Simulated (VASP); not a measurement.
# NiO (rock salt type) (Fm-3m) in VASP: notebook

The runs below take NiO (rock salt type) through single point, with PBE.

All numbers are computed with VASP 6.6.1; they aren't measurements. Logs are shortened: lines on timing, memory, paths and dates and some standing lists are left out, and cuts for length are marked.

## 1. The cell of the first run

Symmetry: Fm-3m, No. 225, cubic system. The conventional cell has a = 4.103 Å, b = 4.103 Å, c = 4.103 Å, α = 90.00°, β = 90.00°, γ = 90.00°. Within 2.7 Å of Ni (site symmetry m-3m) lie 6 O at 2.05 Å. Within 2.7 Å of O (site symmetry m-3m) lie 6 Ni at 2.05 Å.

## 2. Single point, PBE

Contents of INCAR:

```
PREC     = Accurate       # precision mode
ENCUT    = 520            # plane-wave cutoff, eV
EDIFF    = 1E-6           # SCF threshold, eV
ISMEAR   = -1             # smearing method
SIGMA    = 0.06122561905347299 # smearing width, eV
LREAL    = False          # projectors in reciprocal space
LASPH    = True           # aspherical terms in the spheres
NELM     = 80             # most SCF steps
ALGO     = Normal         # electronic algorithm
ISIF     = 2              # what is computed and relaxed
LWAVE    = False          # write WAVECAR
LCHARG   = False          # write CHGCAR
GGA      = PE             # functional
NBANDS   = 15             # bands
```

Contents of KPOINTS:

```
regular mesh
0
Gamma
  45 45 45
```

Contents of POSCAR:

```
NiO
1.0
    0.0000000000      2.0517209825      2.0517209825
    2.0517209825      0.0000000000      2.0517209825
    2.0517209825      2.0517209825      0.0000000000
Ni O
1 1
Direct
    0.0000000000      0.0000000000      0.0000000000
    0.5000000000      0.5000000000      0.5000000000
```

Potentials or basis: VASP PAW PBE potentials, release 64 (Ni, O).

Run with:

```sh
$ cat potpaw_PBE.64/Ni/POTCAR potpaw_PBE.64/O/POTCAR > POTCAR
$ mpirun -np 1 vasp_std > vasp.out
```

OUTCAR:

```text
PREC = Accurate
   ENCUT = 520
   EDIFF = 1E-6
   ISMEAR = -1
   LREAL = False
   LASPH = True
   NELM = 80
   ISIF = 2
   GGA = PE

 ion  position               nearest neighbor table
   1  0.000  0.000  0.000-   2 2.05   2 2.05   2 2.05   2 2.05   2 2.05   2 2.05
   2  0.500  0.500  0.500-   1 2.05   1 2.05   1 2.05   1 2.05   1 2.05   1 2.05

  LATTYP: Found a face centered cubic cell.
 ALAT       =     4.1034419650

  Lattice vectors:

 A1 = (   0.0000000000,   2.0517209825,   2.0517209825)
 A2 = (   2.0517209825,   0.0000000000,   2.0517209825)
 A3 = (   2.0517209825,   2.0517209825,   0.0000000000)

Analysis of symmetry for initial positions (statically):
=====================================================================
 Subroutine PRICEL returns:
 Original cell was already a primitive cell.

 Routine SETGRP: Setting up the symmetry group for a
 face centered cubic supercell.

 Subroutine GETGRP returns: Found 48 space group operations
 (whereof 48 operations were pure point group operations)
 out of a pool of 48 trial point group operations.

The static configuration has the point symmetry O_h .

Analysis of symmetry for dynamics (positions and initial velocities):
=====================================================================
 Subroutine PRICEL returns:
 Original cell was already a primitive cell.

 Routine SETGRP: Setting up the symmetry group for a
 face centered cubic supercell.

 Subroutine GETGRP returns: Found 48 space group operations
 (whereof 48 operations were pure point group operations)
 out of a pool of 48 trial point group operations.

The dynamic configuration has the point symmetry O_h .

 Subroutine INISYM returns: Found 48 space group operations
 (whereof 48 operations are pure point group operations),
 and found     1 'primitive' translations

----------------------------------------------------------------------------------------

                                     Primitive cell

  volume of cell :      17.2737

  direct lattice vectors                    reciprocal lattice vectors
     0.000000000  2.051720983  2.051720983    -0.243697854  0.243697854  0.243697854
     2.051720983  0.000000000  2.051720983     0.243697854 -0.243697854  0.243697854
     2.051720983  2.051720983  0.000000000     0.243697854  0.243697854 -0.243697854

  length of vectors
     2.901571640  2.901571640  2.901571640     0.422097064  0.422097064  0.422097064

  position of ions in fractional coordinates (direct lattice)
     0.000000000  0.000000000  0.000000000
     0.500000000  0.500000000  0.500000000

  ion indices of the primitive-cell ions
   primitive index   ion index
                 1           1
                 2           2

----------------------------------------------------------------------------------------

 KPOINTS: regular mesh

Automatic generation of k-mesh.
 Grid dimensions read from file:
 generate k-points for:   45   45   45

 Generating k-lattice:

  Cartesian coordinates                     Fractional coordinates (reciprocal lattice)
    -0.005415508  0.005415508  0.005415508     0.022222222  0.000000000  0.000000000
     0.005415508 -0.005415508  0.005415508     0.000000000  0.022222222  0.000000000
     0.005415508  0.005415508 -0.005415508     0.000000000  0.000000000  0.022222222

  Length of vectors
     0.009379935  0.009379935  0.009379935

  Shift w.r.t. Gamma in fractional coordinates (k-lattice)
     0.000000000  0.000000000  0.000000000

 Subroutine IBZKPT returns following result:
 ===========================================

 Found   2300 irreducible k-points:

 Following reciprocal coordinates:
            Coordinates               Weight
  0.000000  0.000000  0.000000      1.000000
  0.022222  0.000000  0.000000      8.000000
  0.044444  0.000000  0.000000      8.000000
  0.066667  0.000000  0.000000      8.000000
  0.088889  0.000000  0.000000      8.000000
  0.111111  0.000000  0.000000      8.000000
[... 16 lines left out ...]
  0.488889  0.000000  0.000000      8.000000
  0.022222  0.022222  0.000000      6.000000
 [... further k-points ...]
   k-points           NKPTS =   2300   k-points in BZ     NKDIM =   2300   number of bands    NBANDS=     15
   number of dos      NEDOS =    301   number of ions     NIONS =      2
   total plane-waves  NPLWV =  13824
   dimension x,y,z NGX =    24 NGY =   24 NGZ =   24
   dimension x,y,z NGXF=    48 NGYF=   48 NGZF=   48
   ions per type =               1   1
   NGX,Y,Z   is equivalent  to a cutoff of  13.75, 13.75, 13.75 a.u.
   NGXF,Y,Z  is equivalent  to a cutoff of  27.50, 27.50, 27.50 a.u.
 SYSTEM =  unknown system
   PREC   = accura    normal or accurate (medium, high low for compatibility)
   ISTART =      0    job   : 0-new  1-cont  2-samecut
   ICHARG =      2    charge: 1-file 2-atom 10-const
   ISPIN  =      1    spin polarized calculation?
   LNONCOLLINEAR =      F non collinear calculations
   LSORBIT =      F    spin-orbit coupling
   LASPH  =      T    aspherical Exc in radial PAW
   ENCUT  =  520.0 eV  38.22 Ry    6.18 a.u.   5.40  5.40  5.40*2*pi/ulx,y,z
   NELM   =     80;   NELMIN=  2; NELMDL= -5     # of ELM steps
   EDIFF  = 0.1E-05   stopping-criterion for ELM
   LREAL  =      F    real-space projection
   EDIFFG = 0.1E-04   stopping-criterion for IOM
   NSW    =      0    number of steps for IOM
   IBRION =     -1    ionic relax: 0-MD 1-quasi-New 2-CG
   NFREE  =      0    steps in history (QN), initial steepest desc. (CG)
   ISIF   =      2    stress and relaxation
   ISYM   =      2    0-nonsym 1-usesym 2-fastsym
   POTIM  = 0.5000    time-step for ionic-motion
   TEBEG  =    0.0;   TEEND  =   0.0 temperature during run
   PSTRESS=    0.0 pullay stress
   NELECT =      16.0000    total number of electrons
   NUPDOWN=      -1.0000    fix difference up-down
   EMIN   =  10.00;   EMAX   =-10.00  energy-range for DOS
   EFERMI =   0.00;   METHOD = LEGACY
   ISMEAR =    -1;   SIGMA  =   0.06  broadening in eV -4-tet -1-fermi 0-gaus
   EFERMI_NEDOS =   21; number of points for ismear=-14 and -15
   IALGO  =     38    algorithm
   IMIX   =      4    mixing-type and parameters
     AMIX     =   0.40;   BMIX     =  1.00
     AMIX_MAG =   1.60;   BMIX_MAG =  1.00
  volume/ion in A,a.u.               =       8.64        58.28
  Fermi-wavevector in a.u.,A,eV,Ry     =   1.595830  3.015681 34.649579  2.546672
  Thomas-Fermi vector in A             =   2.693687
   LORBIT       =      0    0 simple, 1 ext, 2 COOP (PROOUT), +10 PAW based schemes
   GGA     = PE    functional components
   LHFCALC =     F    Hartree Fock is set to
   AEXX    =    0.0000 exact exchange contribution
   IVDW    =     0    specifies the selected vdW correction
   LEPSILON=     F    determine dielectric tensor
   LRPA    =     F    only Hartree local field effects (RPA)
 non-spin polarized calculation
  energy-cutoff  :      520.00
  volume of cell :       17.27
 maximum number of plane-waves:       487
 NGX is ok and might be reduce to    24
   NGX = 11   NGY = 11   NGZ = 11

 number of electron      15.9999990 magnetization

 Free energy of the ion-electron system (eV)
  ---------------------------------------------------
  ext. energy  EPLUGINS =         0.00000000
  ---------------------------------------------------
  free energy    TOTEN  =       -11.36834154 eV

  energy without entropy =      -11.34588805  energy(sigma->0) =      -11.35711479

 E-fermi :   8.6993     XC(G=0): -12.9999

 val. band max:        8.6991072980   @ k =  -0.3111   0.4667   0.1778
 cond. band min:       8.6996236333   @ k =   0.4667   0.2000   0.0889
 fundamental gap:      0.0005163353
 Fermi energy:         8.6993371456

 k-point     1 :       0.0000    0.0000    0.0000
  band No.  band energies     occupation
      1     -12.2862      2.00000
      2       5.3465      2.00000
      3       5.3465      2.00000
      4       5.3465      2.00000
      5       6.6462      2.00000
      6       6.6463      2.00000
      7       6.6463      2.00000
      8       7.0108      2.00000
      9       7.0108      2.00000
     10      10.6080      0.00000
     11      26.6778      0.00000
     12      28.1803      0.00000
     13      28.1803      0.00000
     14      28.1803      0.00000
     15      32.1968      0.00000

 k-point     2 :       0.0222    0.0000    0.0000
  band No.  band energies     occupation
      1     -12.2801      2.00000
      2       5.2923      2.00000
      3       5.3133      2.00000
      4       5.3133      2.00000
      5       6.6543      2.00000
      6       6.6544      2.00000
      7       6.6652      2.00000
      8       7.0424      2.00000
      9       7.0424      2.00000
     10      10.6451      0.00000
     11      26.5089      0.00000
     12      28.1672      0.00000
     13      28.1672      0.00000
     14      28.2987      0.00000
     15      32.1173      0.00000

 k-point     3 :       0.0444    0.0000    0.0000
  band No.  band energies     occupation
      1     -12.2619      2.00000
      2       5.1414      2.00000
      3       5.2219      2.00000
      4       5.2219      2.00000
      5       6.6748      2.00000
      6       6.6748      2.00000
      7       6.7137      2.00000
      8       7.1329      2.00000
      9       7.1329      2.00000
     10      10.7530      0.00000
     11      26.1111      0.00000
     12      28.1251      0.00000
     13      28.1251      0.00000
     14      28.5463      0.00000
     15      31.9148      0.00000

 k-point     4 :       0.0667    0.0000    0.0000
  band No.  band energies     occupation
      1     -12.2316      2.00000
      2       4.9177      2.00000
      3       5.0897      2.00000
      4       5.0897      2.00000
      5       6.7020      2.00000
      6       6.7021      2.00000
      7       6.7762      2.00000
      8       7.2699      2.00000
      9       7.2699      2.00000
     10      10.9237      0.00000
     11      25.6137      0.00000
     12      28.0462      0.00000
     13      28.0462      0.00000
     14      28.8008      0.00000
     15      31.6617      0.00000
[... 307 lines left out ...]
 k-point    22 :       0.4667    0.0000    0.0000
  band No.  band energies     occupation
      1     -10.7979      2.00000
      2       0.0442      2.00000
      3       2.8899      2.00000
      4       2.8899      2.00000
      5       7.5479      2.00000
      6       7.5479      2.00000
      7       7.9423      1.99999
      8      10.0390      0.00000
      9      10.0390      0.00000
     10      14.4379      0.00000
     11      19.2694      0.00000
     12      23.2596      0.00000
     13      23.2596      0.00000
     14      30.8797      0.00000
     15      35.2032      0.00000

 k-point    23 :       0.4889    0.0000    0.0000
  band No.  band energies     occupation
      1     -10.7798      2.00000
      2       0.0040      2.00000
      3       2.8758      2.00000
      4       2.8758      2.00000
      5       7.5571      2.00000
      6       7.5571      2.00000
      7       7.9584      1.99999
      8      10.0605      0.00000
      9      10.0605      0.00000
     10      14.4382      0.00000
     11      19.2546      0.00000
     12      23.2159      0.00000
     13      23.2159      0.00000
     14      30.9157      0.00000
     15      35.3947      0.00000

 k-point    24 :       0.0222    0.0222    0.0000
  band No.  band energies     occupation
      1     -12.2780      2.00000
      2       5.2390      2.00000
      3       5.3218      2.00000
      4       5.3218      2.00000
      5       6.6408      2.00000
      6       6.6730      2.00000
      7       6.6730      2.00000
      8       7.0129      2.00000
      9       7.0878      2.00000
     10      10.6576      0.00000
     11      26.4673      0.00000
     12      28.1113      0.00000
     13      28.1113      0.00000
     14      28.4309      0.00000
     15      31.8772      0.00000

 [... further k-points ...]

------------------------ aborting loop because EDIFF is reached ----------------------------------------

  FORCE on cell =-STRESS in cart. coord.  units (eV):
  Direction    XX          YY          ZZ          XY          YZ          ZX
  --------------------------------------------------------------------------------------
  -------------------------------------------------------------------------------------
  Total        1.0244485      1.0244485      1.0244485      0.0000000      0.0000000      0.0000000
  in kB       95.0201745     95.0201745     95.0201745      0.0000000      0.0000000      0.0000000
  external PRESSURE =      95.0201745 kB  Pullay stress =       0.0000000 kB

 VOLUME and BASIS-vectors are now :
 -----------------------------------------------------------------------------
  energy-cutoff  :      520.00
  volume of cell :       17.27
      direct lattice vectors                 reciprocal lattice vectors
     0.000000000  2.051720983  2.051720983    -0.243697854  0.243697854  0.243697854
     2.051720983  0.000000000  2.051720983     0.243697854 -0.243697854  0.243697854
     2.051720983  2.051720983  0.000000000     0.243697854  0.243697854 -0.243697854

 POSITION                                       TOTAL-FORCE (eV/Angst)
 -----------------------------------------------------------------------------------
      0.00000      0.00000      0.00000        -0.000000      0.000000     -0.000000
      2.05172      2.05172      2.05172         0.000000     -0.000000      0.000000
 -----------------------------------------------------------------------------------
    total drift:                                0.000000     -0.000000     -0.000000

  FREE ENERGIE OF THE ION-ELECTRON SYSTEM (eV)
  ---------------------------------------------------
  free  energy   TOTEN  =       -11.3683415375 eV

  energy  without entropy=      -11.3458880476  energy(sigma->0) =      -11.35711479
```

It took 5.6 min on 1 thread of AMD EPYC 9R45 (Zen 5), shared host; peak memory 0.64 GiB.

What came out:

```yaml
Free_energy: -11.3683 eV
Pressure: 9.5 GPa
Band_gap_on_the_k_mesh: zero (bands 8 and 9 overlap by 3.05 eV)
```

Caveat: the cell stands under pressure; the run has no spin polarisation, though such a crystal can be magnetic; semilocal functionals often make such compounds metallic where correlation or magnetic order opens a gap, which also shifts bond lengths.

## 3. Single point, PBE

This run uses another cell than the first one, of 8.82 Å³/atom.

Contents of INCAR:

```
PREC = Accurate ; ENCUT = 520
EDIFF = 1E-6 ; ISMEAR = -1
SIGMA = 0.06122561905347299 ; LREAL = False
LASPH = True ; NELM = 100
ALGO = Normal ; ISIF = 2
LWAVE = False ; LCHARG = False
GGA = PE ; NBANDS = 15
```

Contents of KPOINTS:

```
Automatic mesh
0
Gamma
  45 45 45
```

Contents of POSCAR:

```
NiO
1.0
    0.0000000000      2.0658712295      2.0658712295
    2.0658712295      0.0000000000      2.0658712295
    2.0658712295      2.0658712295      0.0000000000
Ni O
1 1
Direct
    0.0000000000      0.0000000000      0.0000000000
    0.5000000000      0.5000000000      0.5000000000
```

Potentials or basis: VASP PAW PBE potentials, release 64 (Ni, O).

Run with:

```sh
$ cat potpaw_PBE.64/Ni/POTCAR potpaw_PBE.64/O/POTCAR > POTCAR
$ mpirun -np 1 vasp_std > vasp.out
```

Run time: 5.6 min. Hardware: 1 thread of AMD EPYC 9R45 (Zen 5), shared host; peak memory 0.69 GiB.

The run converged. Its results:

```
Free energy            : -11.3845 eV
Pressure               : 4.6 GPa
Band gap on the k mesh : zero (bands 8 and 9 overlap by 2.96 eV)
```

Levels at points of the mesh, in eV from the Fermi level:
| k point | band 6 | band 7 | band 8 | band 9 | band 10 | band 11 |
| --- | --- | --- | --- | --- | --- | --- |
| (0.00, 0.00, 0.00) | -1.98 | -1.98 | -1.63 | -1.63 | 1.80 | 17.93 |

Caveat: the cell stands under pressure; the run has no spin polarisation, though such a crystal can be magnetic; semilocal functionals often make such compounds metallic where correlation or magnetic order opens a gap, which also shifts bond lengths.

(Continued in part 2 of 2.)
